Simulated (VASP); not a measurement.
# HfTe5Mo (P2_1/m) in VASP: single point with PBE

Aim: the single point of HfTe5Mo with PBE.

Everything below comes from runs of VASP 6.6.1. Logs are shortened: lines on timing, memory, paths and dates and some standing lists are left out, and cuts for length are marked.

## Step 1: The cell of the first run

Symmetry: P2_1/m, No. 11, monoclinic system. The conventional cell has a = 6.079 Å, b = 3.721 Å, c = 18.665 Å, α = 90.00°, β = 94.45°, γ = 90.00°. Within 3.9 Å of Hf (site symmetry m) lie 8 Te at 2.93 to 3.25 Å and 2 Hf at 3.72 Å. Te (site symmetry m) has 3 Mo at 2.71 to 2.74 Å and 6 Te at 3.59 to 3.72 Å within 3.8 Å. Within 4.1 Å of Te (site symmetry m) lie 4 Mo at 2.79 to 3.86 Å and 9 Te at 3.59 to 4.05 Å. Within 3.9 Å of Te (site symmetry m) lie 6 Te at 2.93 to 3.79 Å and 2 Hf at 2.95 Å. Te (site symmetry m) has 6 Te at 2.93 to 3.78 Å and 2 Hf at 2.94 Å within 3.9 Å. Te (site symmetry m) has 4 Hf at 2.93 to 3.25 Å and 10 Te at 3.72 to 3.79 Å within 3.9 Å. Within 3.9 Å of Mo (site symmetry m) lie 7 Te at 2.71 to 3.86 Å and 4 Mo at 2.86 to 3.72 Å.

## Step 2: Single point, PBE

INCAR

```
SYSTEM = HfTe5Mo
PREC     = Accurate       ! precision mode
ENCUT    = 500            ! plane-wave cutoff, eV
EDIFF    = 1E-6           ! SCF threshold, eV
ISMEAR   = 0              ! smearing method
SIGMA    = 0.1            ! smearing width, eV
LREAL    = .FALSE.        ! projectors in reciprocal space
LASPH    = .TRUE.         ! aspherical terms in the spheres
NELM     = 120            ! most SCF steps
ALGO     = Normal         ! electronic algorithm
ISIF     = 2              ! what is computed and relaxed
LWAVE    = .FALSE.        ! write WAVECAR
LCHARG   = .FALSE.        ! write CHGCAR
GGA      = PE             ! functional
NBANDS   = 67             ! bands
GGA_COMPAT= .FALSE.
```

KPOINTS

```
Automatic mesh
0
G
  6 8 2
  0 0 0
```

POSCAR

```
HfTe5Mo
1.0
    6.0793118227      0.0000000000     -0.0101258725
    0.0000000000      3.7206491744      0.0000000000
   -1.4181075972      0.0000000000     18.6111494026
Hf Te Mo
2 10 2
Direct
    0.2721569173      0.2500000000      0.5916768007
    0.7278430827      0.7500000000      0.4083231993
    0.8865442656      0.2500000000      0.8893423572
    0.5998451897      0.2500000000      0.0780060017
    0.1134557344      0.7500000000      0.1106576428
    0.4001548103      0.7500000000      0.9219939983
    0.5349869907      0.7500000000      0.6860197282
    0.0529280053      0.7500000000      0.6852919965
    0.2428314832      0.7500000000      0.4700462099
    0.4650130093      0.2500000000      0.3139802718
    0.9470719947      0.2500000000      0.3147080035
    0.7571685168      0.2500000000      0.5299537901
    0.1788835241      0.2500000000      0.0067941294
    0.8211164759      0.7500000000      0.9932058706
```

Potentials or basis: VASP PAW PBE potentials, release 64 (Hf_pv, Te, Mo_sv).

The run is started by

```sh
cat potpaw_PBE.64/Hf_pv/POTCAR potpaw_PBE.64/Te/POTCAR potpaw_PBE.64/Mo_sv/POTCAR > POTCAR
mpirun -np 1 vasp_std > vasp.out
```

OUTCAR:

```text
SYSTEM = HfTe5Mo
   PREC = Accurate
   ENCUT = 500
   EDIFF = 1E-6
   ISMEAR = 0
   LREAL = .FALSE.
   LASPH = .TRUE.
   NELM = 120
   ISIF = 2
   GGA = PE

 ion  position               nearest neighbor table
   1  0.272  0.250  0.592-   9 2.93   9 2.93   8 2.94   8 2.94   7 2.95   7 2.95  12 3.25  12 3.25

   2  0.728  0.750  0.408-  12 2.93  12 2.93  11 2.94  11 2.94  10 2.95  10 2.95   9 3.25   9 3.25

   3  0.887  0.250  0.889-  13 2.71  14 2.74  14 2.74   6 3.59   6 3.59   6 3.65   6 3.65
   4  0.600  0.250  0.078-  13 2.79  14 2.85  14 2.85   5 3.59   5 3.59   6 3.59   6 3.59   5 3.65
                             5 3.65
   5  0.113  0.750  0.111-  14 2.71  13 2.74  13 2.74   4 3.59   4 3.59   4 3.65   4 3.65
   6  0.400  0.750  0.922-  14 2.79  13 2.85  13 2.85   3 3.59   3 3.59   4 3.59   4 3.59   3 3.65
                             3 3.65
   7  0.535  0.750  0.686-   8 2.93   1 2.95   1 2.95   8 3.15
   8  0.053  0.750  0.685-   7 2.93   1 2.94   1 2.94   7 3.15
   9  0.243  0.750  0.470-   1 2.93   1 2.93   2 3.25   2 3.25
  10  0.465  0.250  0.314-  11 2.93   2 2.95   2 2.95  11 3.15
  11  0.947  0.250  0.315-  10 2.93   2 2.94   2 2.94  10 3.15
  12  0.757  0.250  0.530-   2 2.93   2 2.93   1 3.25   1 3.25
  13  0.179  0.250  0.007-   3 2.71   5 2.74   5 2.74   4 2.79   6 2.85   6 2.85  14 2.86  14 2.86

  14  0.821  0.750  0.993-   5 2.71   3 2.74   3 2.74   6 2.79   4 2.85   4 2.85  13 2.86  13 2.86

  LATTYP: Found a simple monoclinic cell.
 ALAT       =     6.0793202557
 B/A-ratio  =     0.6120173009
 C/A-ratio  =     3.0702608124
 COS(beta)  =    -0.0776371376

  Lattice vectors:

 A1 = (   6.0793118227,   0.0000000000,  -0.0101258725)
 A2 = (   0.0000000000,   3.7206491744,   0.0000000000)
 A3 = (  -1.4181075972,   0.0000000000,  18.6111494026)

Analysis of symmetry for initial positions (statically):
=====================================================================
 Subroutine PRICEL returns:
 Original cell was already a primitive cell.

 Routine SETGRP: Setting up the symmetry group for a
 simple monoclinic supercell.

 Subroutine GETGRP returns: Found  4 space group operations
 (whereof  2 operations were pure point group operations)
 out of a pool of  4 trial point group operations.

The static configuration has the point symmetry S_2 .
 The point group associated with its full space group is C_2h.

Analysis of symmetry for dynamics (positions and initial velocities):
=====================================================================
 Subroutine PRICEL returns:
 Original cell was already a primitive cell.

 Routine SETGRP: Setting up the symmetry group for a
 simple monoclinic supercell.

 Subroutine GETGRP returns: Found  4 space group operations
 (whereof  2 operations were pure point group operations)
 out of a pool of  4 trial point group operations.

The dynamic configuration has the point symmetry S_2 .
 The point group associated with its full space group is C_2h.

 Subroutine INISYM returns: Found  4 space group operations
 (whereof  2 operations are pure point group operations),
 and found     1 'primitive' translations

----------------------------------------------------------------------------------------

                                     Primitive cell

  volume of cell :     420.9119

  direct lattice vectors                    reciprocal lattice vectors
     6.079311823  0.000000000 -0.010125873     0.164513182  0.000000000  0.012535357
     0.000000000  3.720649174  0.000000000     0.000000000  0.268770301  0.000000000
    -1.418107597  0.000000000 18.611149403     0.000089508  0.000000000  0.053738053

  length of vectors
     6.079320256  3.720649174 18.665098747     0.164990067  0.268770301  0.053738127

  position of ions in fractional coordinates (direct lattice)
     0.272156917  0.250000000  0.591676801
     0.727843083  0.750000000  0.408323199
     0.886544266  0.250000000  0.889342357
     0.599845190  0.250000000  0.078006002
     0.113455734  0.750000000  0.110657643
     0.400154810  0.750000000  0.921993998
     0.534986991  0.750000000  0.686019728
     0.052928005  0.750000000  0.685291996
     0.242831483  0.750000000  0.470046210
     0.465013009  0.250000000  0.313980272
     0.947071995  0.250000000  0.314708004
[... 33 lines left out ...]
     0.000000000  0.033596288  0.000000000     0.000000000  0.125000000  0.000000000
     0.000044754  0.000000000  0.026869026     0.000000000  0.000000000  0.500000000

  Length of vectors
     0.027498344  0.033596288  0.026869064

  Shift w.r.t. Gamma in fractional coordinates (k-lattice)
     0.000000000  0.000000000  0.000000000

 Subroutine IBZKPT returns following result:
 ===========================================

 Found     40 irreducible k-points:

 Following reciprocal coordinates:
            Coordinates               Weight
  0.000000  0.000000  0.000000      1.000000
  0.166667  0.000000  0.000000      2.000000
  0.333333  0.000000  0.000000      2.000000
  0.500000  0.000000  0.000000      1.000000
  0.000000  0.125000  0.000000      2.000000
  0.166667  0.125000  0.000000      4.000000
[... 16 lines left out ...]
  0.333333  0.000000  0.500000      2.000000
  0.500000  0.000000  0.500000      1.000000
 [... further k-points ...]
   k-points           NKPTS =     40   k-points in BZ     NKDIM =     40   number of bands    NBANDS=     67
   number of dos      NEDOS =    301   number of ions     NIONS =     14
   total plane-waves  NPLWV = 188160
   dimension x,y,z NGX =    48 NGY =   28 NGZ =  140
   dimension x,y,z NGXF=    96 NGYF=   56 NGZF=  280
   ions per type =               2  10   2
   NGX,Y,Z   is equivalent  to a cutoff of  13.13, 12.51, 12.47 a.u.
   NGXF,Y,Z  is equivalent  to a cutoff of  26.25, 25.02, 24.94 a.u.
 SYSTEM =  HfTe5Mo
   PREC   = accura    normal or accurate (medium, high low for compatibility)
   ISTART =      0    job   : 0-new  1-cont  2-samecut
   ICHARG =      2    charge: 1-file 2-atom 10-const
   ISPIN  =      1    spin polarized calculation?
   LNONCOLLINEAR =      F non collinear calculations
   LSORBIT =      F    spin-orbit coupling
   LASPH  =      T    aspherical Exc in radial PAW
   ENCUT  =  500.0 eV  36.75 Ry    6.06 a.u.  11.08  6.78 34.03*2*pi/ulx,y,z
   NELM   =    120;   NELMIN=  2; NELMDL= -5     # of ELM steps
   EDIFF  = 0.1E-05   stopping-criterion for ELM
   LREAL  =      F    real-space projection
   EDIFFG = 0.1E-04   stopping-criterion for IOM
   NSW    =      0    number of steps for IOM
   IBRION =     -1    ionic relax: 0-MD 1-quasi-New 2-CG
   NFREE  =      0    steps in history (QN), initial steepest desc. (CG)
   ISIF   =      2    stress and relaxation
   ISYM   =      2    0-nonsym 1-usesym 2-fastsym
   POTIM  = 0.5000    time-step for ionic-motion
   TEBEG  =    0.0;   TEEND  =   0.0 temperature during run
   PSTRESS=    0.0 pullay stress
   NELECT =     108.0000    total number of electrons
   NUPDOWN=      -1.0000    fix difference up-down
   EMIN   =  10.00;   EMAX   =-10.00  energy-range for DOS
   EFERMI =   0.00;   METHOD = LEGACY
   ISMEAR =     0;   SIGMA  =   0.10  broadening in eV -4-tet -1-fermi 0-gaus
   EFERMI_NEDOS =   21; number of points for ismear=-14 and -15
   IALGO  =     38    algorithm
   IMIX   =      4    mixing-type and parameters
     AMIX     =   0.40;   BMIX     =  1.00
     AMIX_MAG =   1.60;   BMIX_MAG =  1.00
  volume/ion in A,a.u.               =      30.07       202.89
  Fermi-wavevector in a.u.,A,eV,Ry     =   1.040285  1.965854 14.724129  1.082193
  Thomas-Fermi vector in A             =   2.174854
   LORBIT       =      0    0 simple, 1 ext, 2 COOP (PROOUT), +10 PAW based schemes
   GGA     = PE    functional components
   LHFCALC =     F    Hartree Fock is set to
   AEXX    =    0.0000 exact exchange contribution
   IVDW    =     0    specifies the selected vdW correction
   LEPSILON=     F    determine dielectric tensor
   LRPA    =     F    only Hartree local field effects (RPA)
 non-spin polarized calculation
 Gauss-broadening in eV      SIGMA  =   0.10
  energy-cutoff  :      500.00
  volume of cell :      420.91
 maximum number of plane-waves:     10714
 NGX is ok and might be reduce to    48
   NGX = 23   NGY = 13   NGZ = 69

 number of electron     108.0000008 magnetization

 Free energy of the ion-electron system (eV)
  ---------------------------------------------------
  ext. energy  EPLUGINS =         0.00000000
  ---------------------------------------------------
  free energy    TOTEN  =       -79.29693005 eV

  energy without entropy =      -79.28356959  energy(sigma->0) =      -79.29024982

 E-fermi :   5.8471     XC(G=0):  -9.4522

 val. band max:        5.8427796619   @ k =   0.0000   0.1250   0.0000
 cond. band min:       5.8877819882   @ k =   0.0000   0.1250   0.0000
 fundamental gap:      0.0450023263
 Fermi energy:         5.8470867186

 k-point     1 :       0.0000    0.0000    0.0000
  band No.  band energies     occupation
      1     -55.0910      2.00000
      2     -55.0243      2.00000
      3     -29.3488      2.00000
      4     -29.3035      2.00000
      5     -29.2237      2.00000
      6     -29.1237      2.00000
[... 1645 lines left out ...]
     65       8.5367      0.00000
     66       8.7578      0.00000

 [... further k-points ...]

 [bands above 66 left out]

------------------------ aborting loop because EDIFF is reached ----------------------------------------

  FORCE on cell =-STRESS in cart. coord.  units (eV):
  Direction    XX          YY          ZZ          XY          YZ          ZX
  --------------------------------------------------------------------------------------
  -------------------------------------------------------------------------------------
  Total       -0.2090078     -0.2899097     -0.3055410      0.0000000      0.0000000     -0.0097000
  in kB       -0.7955764     -1.1035247     -1.1630246      0.0000000      0.0000000     -0.0369225
  external PRESSURE =      -1.0207086 kB  Pullay stress =       0.0000000 kB

 VOLUME and BASIS-vectors are now :
 -----------------------------------------------------------------------------
  energy-cutoff  :      500.00
  volume of cell :      420.91
      direct lattice vectors                 reciprocal lattice vectors
     6.079311823  0.000000000 -0.010125873     0.164513182  0.000000000  0.012535357
     0.000000000  3.720649174  0.000000000     0.000000000  0.268770301  0.000000000
    -1.418107597  0.000000000 18.611149403     0.000089508  0.000000000  0.053738053

 POSITION                                       TOTAL-FORCE (eV/Angst)
 -----------------------------------------------------------------------------------
      0.81547      0.93016     11.00903        -0.003932     -0.000000      0.009619
      3.84574      2.79049      7.59199         0.003932     -0.000000     -0.009619
      4.12840      0.93016     16.54271         0.000314     -0.000000     -0.011382
      3.53603      0.93016      1.44571         0.000719     -0.000000      0.010121
      0.53281      2.79049      2.05832        -0.000314     -0.000000      0.011382
      1.12518      2.79049     17.15532        -0.000719      0.000000     -0.010121
      2.27950      2.79049     12.76220        -0.011940     -0.000000     -0.021318
     -0.65005      2.79049     12.75354         0.013793      0.000000     -0.019611
      0.80967      2.79049      8.74564         0.001541     -0.000000      0.013948
      2.38170      0.93016      5.83883         0.011940     -0.000000      0.021318
      5.31126      0.93016      5.84749        -0.013793     -0.000000      0.019611
      3.85153      0.93016      9.85538        -0.001541     -0.000000     -0.013948
      1.07785      0.93016      0.12464         0.007152      0.000000      0.000139
      3.58335      2.79049     18.47639        -0.007152     -0.000000     -0.000139
 -----------------------------------------------------------------------------------
    total drift:                                0.000000      0.000000     -0.000000

  FREE ENERGIE OF THE ION-ELECTRON SYSTEM (eV)
  ---------------------------------------------------
  free  energy   TOTEN  =       -79.2969300462 eV

  energy  without entropy=      -79.2835695851  energy(sigma->0) =      -79.29024982
```

Run time: 48 min. Hardware: 1 thread of Oxide Virtual Turin-like, shared host; peak memory 0.98 GiB.

What came out:

```yaml
Free_energy: -79.2969 eV
Pressure: -0.1 GPa
Largest_force: 0.024 eV/Å
Band_gap_on_the_k_mesh: zero (bands 54 and 55 overlap by 0.73 eV)
```

Forces in eV/Å, atoms in the order of the input:
```
Hf  -0.004  0.000  0.010
Hf   0.004  0.000 -0.010
Te   0.000  0.000 -0.011
Te   0.001  0.000  0.010
Te   0.000  0.000  0.011
Te  -0.001  0.000 -0.010
Te  -0.012  0.000 -0.021
Te   0.014  0.000 -0.020
Te   0.002  0.000  0.014
Te   0.012  0.000  0.021
Te  -0.014  0.000  0.020
Te  -0.002  0.000 -0.014
Mo   0.007  0.000  0.000
Mo  -0.007  0.000  0.000
```

Caveat: spin-orbit coupling is left out, which moves the levels of the heavy elements; this functional lacks dispersion, which binds layers or chains, so the pressure and a relaxed spacing across them are unreliable.

The gap in the log of VASP goes by the Fermi energy; the results here count the filled bands.